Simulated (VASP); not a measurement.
Runs of VASP 6.6.1 on InP. The structure is that of space group I4/mmm (No. 139), or close to it. The cells are those of the table. 

```csv
cell,gap on the mesh (eV),pressure (GPa)
"a = 4.046, b = 4.046, c = 3.881 Å, angles 61.3, 61.3, 57.3°, 2 atoms",none,-2.6
"a = 3.961, b = 3.961, c = 4.040 Å, angles 59.3, 59.3, 61.3°, 2 atoms",none,-3.2
"a = 3.939, b = 3.939, c = 4.094 Å, angles 58.7, 58.7, 62.6°, 2 atoms",none,-2.6
"a = 4.082, b = 4.082, c = 3.829 Å, angles 62.0, 62.0, 55.9°, 2 atoms",none,(a)
```

Alike in all rows: task single point; level PBE; potentials or basis VASP PAW PBE potentials, release 64 (In_d, P); no spin polarisation; k mesh 20 × 20 × 20; cutoff (eV) 520; smearing gaussian 0.15 eV.

Task: Fill in the values left out.

Result: (a) -1.7.

Caveats: spin-orbit coupling is left out, which moves the levels of the heavy elements; the stress differs along the axes, from -6 to -1 GPa (at least some runs); the cell stands under tension (at least some runs); the stress differs along the axes, from -5 to 3 GPa (at least some runs); the stress differs along the axes, from -7 to 1 GPa (at least some runs).

A k mesh can miss the band edges, and the runs leave out spin-orbit coupling on In.

A gap of «none» marks levels without a gap at the run's occupations.
